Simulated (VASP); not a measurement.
**P2O (antifluorite type): single point with PBE**

Crystal: P2O (antifluorite type).

```xyz
3
Lattice="0.0000 2.7680 2.7680 2.7680 0.0000 2.7680 2.7680 2.7680 0.0000" Properties=species:S:1:pos:R:3 pbc="T T T"
P     1.3840    1.3840    1.3840
P     4.1520    4.1520    4.1520
O     0.0000    0.0000    0.0000
```

```
Program                : VASP 6.6.1
Task                   : single point
Functional             : PBE
Potentials or basis    : VASP PAW PBE potentials, release 64 (P, O)
Cutoff                 : 520 eV
k mesh                 : 18 × 18 × 18
Occupations            : fermi-dirac, width 0.0612256 eV
Spin                   : no spin polarisation
Dipole correction      : no
Further INCAR settings : ALGO = Normal; EDIFF = 1e-07; NBANDS = 15
```

| Item | Value |
| --- | --- |
| Pressure | -5.3 GPa |
| Band gap on the k mesh | zero (bands 8 and 9 overlap by 3.02 eV) |

Levels at points of the mesh, in eV from the Fermi level:
```
           k point  band 5  band 6  band 7  band 8  band 9  band 10  band 11  band 12
(0.00, 0.00, 0.00)   -4.28   -4.28   -2.23   -2.23   -2.23     3.35     3.35     3.35
(0.50, 0.00, 0.00)   -5.14   -1.73   -1.25   -1.25    0.74     1.76     1.96     1.96
(0.50, 0.50, 0.00)   -6.51   -4.62   -1.11    0.79    0.79     4.29     4.29     5.64
```

It took 3.6 min on 1 thread of Intel Xeon 8259CL, on a shared host, peak memory 0.24 GiB.

Caveat: the cell stands under tension.
